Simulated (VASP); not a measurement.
Input of a VASP 6.6.1 run:

INCAR

```
ALGO = Normal
EDIFF = 1E-7
ENCUT = 520
GGA = PE
ISIF = 2
ISMEAR = -1
LASPH = True
LCHARG = True
LELF = True
LREAL = False
LVHAR = True
LWAVE = False
NBANDS = 12
NELM = 100
PREC = Accurate
SIGMA = 0.08
```

KPOINTS

```
k-points
0
Gamma
  17 17 17
```

Contents of POSCAR:

```
Ta
1.0
   -1.7008184000      1.6512800000      1.6512800000
    1.6512800000     -1.7008184000      1.6512800000
    1.6512800000      1.6512800000     -1.7008184000
Ta
1
Direct
    0.0000000000      0.0000000000      0.0000000000
```

Potentials or basis: VASP PAW PBE potentials, release 64 (Ta_pv).

The run is started by

```bash
$ cat potpaw_PBE.64/Ta_pv/POTCAR > POTCAR
$ mpirun -np 1 vasp_std > vasp.out
```

(1) Estimate the pressure.

Results:

(1) 3.6 GPa.

Caveat: the cell differs from its parent crystal (equal xy, yz and zx shear strains of -3 %).
